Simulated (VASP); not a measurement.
# DyMgF (P4/nmm) in VASP: notebook, part 2 of 2

VASP 6.6.1. The steps go on from the part before.

**3. Relaxation of cell and atoms, PBE**

This run uses another cell than the first one, of 21.01 Å³/atom.

Input file INCAR:

```
ALGO = Normal
EDIFF = 1E-7
EDIFFG = -0.001
ENCUT = 600
GGA = PE
GGA_COMPAT = False
IBRION = 2
ISIF = 3
ISMEAR = 0
LASPH = True
LCHARG = False
LMAXMIX = 6
LREAL = False
LWAVE = False
NELM = 200
NELMIN = 4
NSW = 80
PREC = Accurate
SIGMA = 0.1
```

Input file KPOINTS:

```
k-points
0
Gamma
  10 10 4
```

Input file POSCAR:

```
DyMgF
1.0
    3.4910338943      0.0000000000      0.0000000000
    0.0000000000      3.4910338943      0.0000000000
    0.0000000000      0.0000000000     10.3439256866
Dy Mg F
2 2 2
Direct
    0.0000000000      0.5000000000      0.3778108790
    0.5000000000      0.0000000000      0.6221891210
    0.0000000000      0.5000000000      0.8841791405
    0.5000000000      0.0000000000      0.1158208595
    0.0000000000      0.0000000000      0.0000000000
    0.5000000000      0.5000000000      0.0000000000
```

Potentials or basis: VASP PAW PBE potentials, release 64 (Dy_3, Mg, F), 4f in core.

Launch:

```sh
cat potpaw_PBE.64/Dy_3/POTCAR potpaw_PBE.64/Mg/POTCAR potpaw_PBE.64/F/POTCAR > POTCAR
mpirun -np 1 vasp_std > vasp.out
```

OUTCAR:

```text
EDIFF = 1E-7
   EDIFFG = -0.001
   ENCUT = 600
   GGA = PE
   IBRION = 2
   ISIF = 3
   ISMEAR = 0
   LASPH = True
   LREAL = False
   NELM = 200
   NELMIN = 4
   NSW = 80
   PREC = Accurate

 ion  position               nearest neighbor table
   1  0.000  0.500  0.378-   2 3.53   2 3.53   2 3.53   2 3.53   4 3.67   4 3.67   4 3.67   4 3.67

   2  0.500  0.000  0.622-   1 3.53   1 3.53   1 3.53   1 3.53   3 3.67   3 3.67   3 3.67   3 3.67

   3  0.000  0.500  0.884-   5 2.12   6 2.12   5 2.12   6 2.12   4 3.44   4 3.44   4 3.44   4 3.44
                             2 3.67   2 3.67   2 3.67   2 3.67
   4  0.500  0.000  0.116-   5 2.12   6 2.12   6 2.12   5 2.12   3 3.44   3 3.44   3 3.44   3 3.44
                             1 3.67   1 3.67   1 3.67   1 3.67
   5  0.000  0.000  0.000-   3 2.12   4 2.12   3 2.12   4 2.12
   6  0.500  0.500  0.000-   3 2.12   4 2.12   4 2.12   3 2.12

  LATTYP: Found a simple tetragonal cell.
 ALAT       =     3.4910338943
 C/A-ratio  =     2.9629977823

  Lattice vectors:

 A1 = (   3.4910338943,   0.0000000000,   0.0000000000)
 A2 = (   0.0000000000,   3.4910338943,   0.0000000000)
 A3 = (   0.0000000000,   0.0000000000,  10.3439256866)

Analysis of symmetry for initial positions (statically):
=====================================================================
 Subroutine PRICEL returns:
 Original cell was already a primitive cell.

 Routine SETGRP: Setting up the symmetry group for a
 simple tetragonal supercell.

 Subroutine GETGRP returns: Found 16 space group operations
 (whereof  8 operations were pure point group operations)
 out of a pool of 16 trial point group operations.

The static configuration has the point symmetry D_2d.
 The point group associated with its full space group is D_4h.

Analysis of symmetry for dynamics (positions and initial velocities):
=====================================================================
 Subroutine PRICEL returns:
 Original cell was already a primitive cell.
[... 144 lines left out ...]
   AEXX    =    0.0000 exact exchange contribution
   IVDW    =     0    specifies the selected vdW correction
   LEPSILON=     F    determine dielectric tensor
   LRPA    =     F    only Hartree local field effects (RPA)
 conjugate gradient relaxation of ions
 non-spin polarized calculation
 Gauss-broadening in eV      SIGMA  =   0.10
  energy-cutoff  :      600.00
  volume of cell :      126.06
 maximum number of plane-waves:      4236
 NGX is ok and might be reduce to    28
   NGX = 13   NGY = 13   NGZ = 41

--------------------------------------- Ionic step        1  -------------------------------------------

 number of electron      36.0000002 magnetization

 Free energy of the ion-electron system (eV)
  ---------------------------------------------------
  ext. energy  EPLUGINS =         0.00000000
  ---------------------------------------------------
  free energy    TOTEN  =       -25.35631611 eV

  energy without entropy =      -25.34129960  energy(sigma->0) =      -25.34880786

------------------------ aborting loop because EDIFF is reached ----------------------------------------

  FORCE on cell =-STRESS in cart. coord.  units (eV):
  Direction    XX          YY          ZZ          XY          YZ          ZX
  --------------------------------------------------------------------------------------
  -------------------------------------------------------------------------------------
  Total       -0.0498388     -0.0498388     -0.0761034      0.0000000      0.0000000      0.0000000
  in kB       -0.6334092     -0.6334092     -0.9672105      0.0000000      0.0000000      0.0000000
  external PRESSURE =      -0.7446763 kB  Pullay stress =       0.0000000 kB
[... 227 lines left out ...]
--------------------------------------- Ionic step        7  -------------------------------------------

 number of electron      36.0000002 magnetization

 Free energy of the ion-electron system (eV)
  ---------------------------------------------------
  ext. energy  EPLUGINS =         0.00000000
  ---------------------------------------------------
  free energy    TOTEN  =       -25.35665742 eV

  energy without entropy =      -25.34156708  energy(sigma->0) =      -25.34911225

 E-fermi :   3.1253     XC(G=0):  -9.3356

 val. band max:        3.1195923123   @ k =   0.3000   0.1000   0.5000
 cond. band min:       3.1281309968   @ k =   0.4000   0.4000   0.5000
 fundamental gap:      0.0085386845
 Fermi energy:         3.1252644444

 k-point     1 :       0.0000    0.0000    0.0000
  band No.  band energies     occupation
      1     -23.2555      2.00000
      2     -21.9961      2.00000
      3     -20.3841      2.00000
      4     -20.0750      2.00000
      5     -20.0750      2.00000
      6     -20.0590      2.00000
[... 589 lines left out ...]
     21       4.9947      0.00000
     22       5.1354      0.00000

 [... further k-points ...]

------------------------ aborting loop because EDIFF is reached ----------------------------------------

  FORCE on cell =-STRESS in cart. coord.  units (eV):
  Direction    XX          YY          ZZ          XY          YZ          ZX
  --------------------------------------------------------------------------------------
  -------------------------------------------------------------------------------------
  Total       -0.0041394     -0.0041394      0.0039618      0.0000000     -0.0000000      0.0000000
  in kB       -0.0526738     -0.0526738      0.0504131      0.0000000     -0.0000000      0.0000000
  external PRESSURE =      -0.0183115 kB  Pullay stress =       0.0000000 kB
[... 21 lines left out ...]
  FREE ENERGIE OF THE ION-ELECTRON SYSTEM (eV)
  ---------------------------------------------------
  free  energy   TOTEN  =       -25.3566574203 eV

  energy  without entropy=      -25.3415670772  energy(sigma->0) =      -25.34911225

 reached required accuracy - stopping structural energy minimisation
```

OSZICAR:

```text
N       E                     dE             d eps       ncg     rms          rms(c)
DAV:   1     0.283624404376E+03    0.28362E+03   -0.17150E+04  2772   0.161E+03
DAV:   2     0.302085324185E+02   -0.25342E+03   -0.24807E+03  3098   0.470E+02
[... 52 lines left out ...]
   6 F= -.25356656E+02 E0= -.25349109E+02  d E =-.922746E-04
       N       E                     dE             d eps       ncg     rms          rms(c)
DAV:   1    -0.253566624739E+02   -0.69217E-05   -0.35956E-04  2772   0.164E-01    0.196E-02
DAV:   2    -0.253566583126E+02    0.41613E-05   -0.37113E-05  3180   0.438E-02    0.621E-03
DAV:   3    -0.253566575707E+02    0.74199E-06   -0.18505E-06  3646   0.100E-02    0.317E-03
DAV:   4    -0.253566573647E+02    0.20595E-06   -0.47186E-07  3220   0.496E-03    0.122E-03
DAV:   5    -0.253566574203E+02   -0.55633E-07   -0.52303E-08  1494   0.198E-03
   7 F= -.25356657E+02 E0= -.25349112E+02  d E =-.188262E-05
```

Wall time 5.4 min (1 thread of Intel Xeon 6975P-C (Granite Rapids), shared host); peak memory 0.41 GiB.

Results:

| Item | Value |
| --- | --- |
| Free energy | -25.3567 eV |
| Relaxed volume | 20.98 Å³/atom |
| Relaxed cell | a = 3.490 Å, b = 3.490 Å, c = 10.338 Å, α = 90.00°, β = 90.00°, γ = 90.00° |
| Space group after relaxing (to 0.1 Å) | P4/nmm (No. 129) |
| Energy gained by relaxing | 0.1 meV/atom |
| Ionic steps | 7 |
| Pressure after relaxing | 0.0 GPa |
| Band gap on the k mesh | zero (bands 18 and 19 overlap by 0.60 eV) |

Step by step:
| step | energy change (eV) | largest force (eV/Å) | pressure (GPa) | volume (Å³) |
| --- | --- | --- | --- | --- |
| 1 | 0.0000 | 0.0351 | -0.07 | 126.06 |
| 2 | -0.0002 | 0.0279 | 0.01 | 125.89 |
| 3 | -0.0002 | 0.0237 | 0.06 | 125.79 |
| 4 | -0.0003 | 0.0090 | 0.01 | 125.88 |
| 5 | -0.0003 | 0.0019 | -0.01 | 125.92 |
| 6 | -0.0003 | 0.0012 | -0.01 | 125.93 |
| 7 | -0.0003 | 0.0004 | 0.00 | 125.91 |

Final structure:
```
Dy Mg F
1.0
     3.48980    0.00000    0.00000
     0.00000    3.48980    0.00000
     0.00000    0.00000   10.33841
Dy Mg F
2 2 2
Direct
  0.00000 0.50000 0.37726
  0.50000 0.00000 0.62274
  0.00000 0.50000 0.88449
  0.50000 0.00000 0.11551
  0.00000 0.00000 0.00000
  0.50000 0.50000 0.00000
```

Caveat: spin-orbit coupling is left out, which moves the levels of the heavy elements; the 4f electrons are frozen in the core, so they carry no moment and show no levels; the run has no spin polarisation, though such a crystal can be magnetic. Spin polarisation is off, so any magnetic state and its effect on volume and gap are missing.

**4. Relaxation of cell and atoms, PBE**

This run uses another cell than the first one, of 17.95 Å³/atom.

Input file INCAR:

```
  PREC = Accurate
  ENCUT = 600
  EDIFF = 1E-7
  ISMEAR = 0
  SIGMA = 0.2
  LREAL = False
  LASPH = True
  NELM = 200
  ALGO = Normal
  ISIF = 3
  LWAVE = False
  LCHARG = False
  GGA = PE
  IBRION = 2
  NSW = 36
  EDIFFG = -0.08
  GGA_COMPAT = False
  NELMIN = 4
  LMAXMIX = 6
```

Input file KPOINTS:

```
Automatic mesh
0
Gamma
  4 4 3
```

Input file POSCAR:

```
DyMgF
1.0
    4.0246575800      0.0000000000      0.0000000000
    0.0000000000      4.0246575800      0.0000000000
    0.0000000000      0.0000000000      6.6505305000
Dy Mg F
2 2 2
Direct
    0.0000000000      0.5000000000      0.3300000100
    0.5000000000      0.0000000000      0.6699999900
    0.0000000000      0.5000000000      0.8299999800
    0.5000000000      0.0000000000      0.1700000200
    0.0000000000      0.0000000000      0.0000000000
    0.5000000000      0.5000000000      0.0000000000
```

Launch:

```sh
cat potpaw_PBE.64/Dy_3/POTCAR potpaw_PBE.64/Mg/POTCAR potpaw_PBE.64/F/POTCAR > POTCAR
mpirun -np 1 vasp_std > vasp.out
```

Wall time 9.6 min (1 thread of Intel Xeon Platinum 8488C (Sapphire Rapids), shared host); peak memory 0.25 GiB.

It converged, with:

```
Free energy                           : -24.8446 eV
Relaxed volume                        : 19.98 Å³/atom
Relaxed cell                          : a = 3.594 Å, b = 3.594 Å, c = 9.279 Å, α = 90.00°, β = 90.00°, γ = 90.00°
Space group after relaxing (to 0.1 Å) : P4/nmm (No. 129)
Energy gained by relaxing             : 397.3 meV/atom
Ionic steps                           : 26
Pressure after relaxing               : 0.0 GPa
Largest force after relaxing          : 0.077 eV/Å
Band gap on the k mesh                : zero (bands 18 and 19 overlap by 0.30 eV)
```

Forces on the atoms (eV/Å):
```
Dy   0.000  0.000 -0.021
Dy   0.000  0.000  0.021
Mg   0.000  0.000  0.077
Mg   0.000  0.000 -0.077
F    0.000  0.000  0.000
F    0.000  0.000  0.000
```

Stress tensor (GPa, compression positive):
```
 0.16  0.00  0.00
 0.00  0.16  0.00
 0.00  0.00 -0.23
```

The path:
```
step  energy change (eV)  largest force (eV/Å)  pressure (GPa)  volume (Å³)
   1              0.0000                2.8166            7.03       107.72
   2             -0.8266                1.5993           -0.49       120.48
   3             -0.9197                1.1298           -2.75       126.69
   4             -1.2713                0.7657           -1.70       123.28
   5             -1.6813                0.9036            1.07       116.66
   6             -1.7219                0.9183            2.62       113.56
   7             -1.9117                0.6959            1.88       115.54
   8             -1.9195                0.7706            1.79       116.11
   9             -2.0048                0.5679            0.14       119.65
  10             -2.0356                0.3475           -1.34       123.37
  11             -2.0930                0.2017           -0.62       121.68
  12             -2.1264                0.0950            0.74       119.02
  13             -2.1620                0.0753            0.25       120.54
  14             -2.2658                0.1247           -1.38       124.78
  15             -2.0945                0.4399           -5.82       131.90
  16             -2.2897                0.0962           -1.92       126.07
  17             -2.2976                0.1539           -2.58       127.28
  18             -2.3068                0.1610           -2.62       127.19
  19             -2.3188                0.1816           -2.73       126.97
  20             -2.3205                0.1932           -2.78       126.85
  21             -2.3391                0.1702           -2.29       125.71
  22             -2.3714                0.1908           -0.73       122.44
  23             -2.3753                0.2515            0.10       120.86
  24             -2.3777                0.2201            0.09       120.76
  25             -2.3830                0.1235            0.07       120.47
  26             -2.3839                0.0774            0.03       119.87
```

Final structure:
```yaml
crystal:
  lattice:
    - [3.59413, 0.00000, 0.00000]
    - [0.00000, 3.59413, 0.00000]
    - [0.00000, 0.00000, 9.27930]
  atoms:
    - { symbol: Dy, position: [0.00000, 0.50000, 0.37939] }
    - { symbol: Dy, position: [0.50000, 0.00000, 0.62061] }
    - { symbol: Mg, position: [0.00000, 0.50000, 0.87744] }
    - { symbol: Mg, position: [0.50000, 0.00000, 0.12256] }
    - { symbol: F, position: [0.00000, 0.00000, 0.00000] }
    - { symbol: F, position: [0.50000, 0.50000, 0.00000] }
```

Levels at points of the mesh, in eV from the Fermi level:
| k point | band 16 | band 17 | band 18 | band 19 | band 20 | band 21 |
| --- | --- | --- | --- | --- | --- | --- |
| (0.00, 0.00, 0.00) | -2.85 | -1.13 | -0.67 | -0.19 | 1.33 | 2.30 |
| (0.50, 0.00, 0.00) | -1.77 | -1.25 | -1.25 | 1.25 | 1.25 | 1.44 |
| (0.50, 0.50, 0.00) | -1.55 | -0.49 | -0.49 | 1.22 | 1.22 | 2.02 |

Caveat: the k points lie up to 0.44 Å⁻¹ apart in the final cell; a cell axis changed by over 15 % at a fixed basis, so the end point is rough; spin-orbit coupling is left out, which moves the levels of the heavy elements; the 4f electrons are frozen in the core, so they carry no moment and show no levels; the run has no spin polarisation, though such a crystal can be magnetic; the relaxation stopped at a loose force limit of 0.08 eV/Å, so its end isn't a converged minimum. With open d or f shells a metallic result of PBE can be an artefact of self-interaction; +U or a hybrid may open a gap.

**5. Summary**

```tsv
cell	k mesh	smearing	gap on the mesh (eV)	pressure (GPa)	relaxed volume (Å³/atom)	largest force (eV/Å)
relaxed from a = 3.487, b = 3.487, c = 10.338 Å, 6 atoms, atomic positions A	10 × 10 × 4	gaussian 0.1 eV	none	0.0	21.00	0.01
relaxed from a = 3.491, b = 3.491, c = 10.344 Å, 6 atoms, atomic positions B	10 × 10 × 4	gaussian 0.1 eV	none	0.0	20.98	-
relaxed from a = 4.025, b = 4.025, c = 6.651 Å, 6 atoms, atomic positions C	4 × 4 × 3	gaussian 0.2 eV	none	0.0	19.98	0.08
```

Alike in all rows: task relaxation of cell and atoms; level PBE; potentials or basis VASP PAW PBE potentials, release 64 (Dy_3, Mg, F), 4f in core; no spin polarisation; cutoff (eV) 600.

Caveats: some runs use coarse meshes; spin-orbit coupling is left out, which moves the levels of the heavy elements; the 4f electrons are frozen in the core, so they carry no moment and show no levels; the run has no spin polarisation, though such a crystal can be magnetic; a cell axis changed by over 15 % at a fixed basis, so the end point is rough (at least some runs); the relaxation stopped at a loose force limit of 0.08 eV/Å, so its end isn't a converged minimum (at least some runs).

Absolute energies hang on the potentials; compare differences alone.

The gap in the log of VASP goes by the Fermi energy; the results here count the filled bands.